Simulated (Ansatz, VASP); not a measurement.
## Two plane-wave programs on LiF

Contents of POSCAR:

```
LiF
1.0
    0.0000000000      2.0213418704      2.0213418704
    2.0213418704      0.0000000000      2.0213418704
    2.0213418704      2.0213418704      0.0000000000
Li F
1 1
Direct
    0.0000000000      0.0000000000      0.0000000000
    0.5000000000      0.5000000000      0.5000000000
```

Contents of INCAR.step1:

```
SYSTEM = LiF
PREC = Accurate ; ENCUT = 520
EDIFF = 1E-5 ; ISMEAR = -1
SIGMA = 0.05 ; LREAL = .FALSE.
LASPH = .TRUE. ; NELM = 100
ALGO = Normal ; ISIF = 2
LWAVE = .TRUE. ; LCHARG = .FALSE.
GGA = PE ; NBANDS = 12
```

File INCAR.step2:

```
SYSTEM = LiF
PREC = Accurate ; ENCUT = 520
EDIFF = 1E-7 ; ISMEAR = -1
SIGMA = 0.05 ; LREAL = .FALSE.
LASPH = .TRUE. ; NELM = 100
ALGO = Normal ; ISIF = 2
LWAVE = .FALSE. ; LCHARG = .FALSE.
GGA = PE ; LHFCALC = .TRUE.
HFSCREEN = 0.2079 ; PRECFOCK = Normal
ISTART = 1 ; NBANDS = 12
```

Contents of KPOINTS:

```
regular mesh
0
G
  4 4 4
  0 0 0
```

Input for Ansatz:

```yaml
crystal:
  lattice:
    - [0.0, 2.021341870352, 2.021341870352]
    - [2.021341870352, 0.0, 2.021341870352]
    - [2.021341870352, 2.021341870352, 0.0]
  atoms:
    - { symbol: Li, position: [0.0, 0.0, 0.0] }
    - { symbol: F, position: [0.5, 0.5, 0.5] }
kpoints:
  mp_grid: { grid: [4, 4, 4] }
hamiltonian:
  xc: hse06
  pseudopotentials: { kind: paw }
scf:
  occupations: { method: fermi_dirac, width: 0.05 }
  convergence: { dr2_threshold: "1e-10 eV" }
  exx: { energy_threshold: "2e-8 eV" }
output:
  forces: true
  stress: true
  eigenvalues: true
```

Alike in both runs: task single point; functional HSE06; k mesh 4 × 4 × 4; occupations fermi-dirac, width 0.05 eV; no spin polarisation.

|  | VASP | Ansatz |
| --- | --- | --- |
| version | VASP 6.6.1 | Ansatz 0.2.0 development build |
| potentials or method | VASP PAW PBE potentials, release 64 (Li_sv, F) | plane waves, PAW datasets (generated soft set 1) |
| plane-wave cutoff (eV) | 520 | 420 |
| valence electrons in the cell | 10 | 10 |

```tsv
	VASP	Ansatz	Ansatz less VASP
gap on the k mesh at the Fermi level (eV)	11.29	11.30	+0.012
```

The k mesh is coarse, so the values compare programs but aren't converged. Noted on VASP's run: the cutoff is short for stress, so the pressure is rough.
